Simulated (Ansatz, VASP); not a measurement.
**Os: VASP beside Ansatz**

The input INCAR:

```
SYSTEM = Os
ALGO = Normal
EDIFF = 1E-6
EDIFFG = -0.005
ENCUT = 600
GGA = PE
IBRION = 2
ISIF = 3
ISMEAR = -1
LASPH = .TRUE.
LCHARG = .FALSE.
LREAL = .FALSE.
LWAVE = .FALSE.
NELM = 80
NSW = 60
PREC = Accurate
SIGMA = 0.05
```

File KPOINTS:

```
k-points
0
G
  17 17 9
  0 0 0
```

POSCAR

```
Os
1.0
    2.7305981567      0.0000000000      0.0000000000
   -1.3652990784      2.3647673712      0.0000000000
    0.0000000000      0.0000000000      4.4235690139
Os
2
Direct
    0.3333333333      0.6666666667      0.2500000000
    0.6666666667      0.3333333333      0.7500000000
```

Input for Ansatz:

```yaml
crystal:
  lattice:
    - [2.7305981567, 0.0, 0.0]
    - [-1.3652990784, 2.3647673712, 0.0]
    - [0.0, 0.0, 4.4235690139]
  atoms:
    - { symbol: Os, position: [0.3333333333, 0.6666666667, 0.25] }
    - { symbol: Os, position: [0.6666666667, 0.3333333333, 0.75] }
kpoints:
  mp_grid: { grid: [17, 17, 9] }
scf:
  occupations: { method: fermi_dirac, width: 0.05 }
hamiltonian:
  xc: pbe
  pseudopotentials: { kind: paw }
output:
  forces: true
  stress: true
  write_density: true
  write_potential: true
  elf: true
  volumetric_format: npy
relax:
  f_tol: 0.005
  max_steps: 40
  cell: {}
```

Alike in both runs: task relaxation of cell and atoms; functional PBE; k mesh 17 × 17 × 9; occupations fermi-dirac, width 0.05 eV; no spin polarisation.

|  | VASP | Ansatz |
| --- | --- | --- |
| version | VASP 6.6.1 | Ansatz 0.2.0 |
| potentials or method | VASP PAW PBE potentials, release 64 (Os) | PAW with Ansatz's default frozen-core files, scalar-relativistic |
| plane-wave cutoff (eV) | 600 | 420 |
| valence electrons in the cell | 16 | 32 |

|  | VASP | Ansatz | Ansatz less VASP |
| --- | --- | --- | --- |
| relaxed volume (Å³/atom) | 14.28 | 14.28 | +0.001 |
| relaxed length of the cell vector where the two differ most in proportion (Å) | 4.342 | 4.342 | +0.0004 |

VASP's potentials hold 16 valence electrons a cell and Ansatz's 32, so a difference there can come from the potentials and not from the codes.

Neither program's run includes spin-orbit coupling.
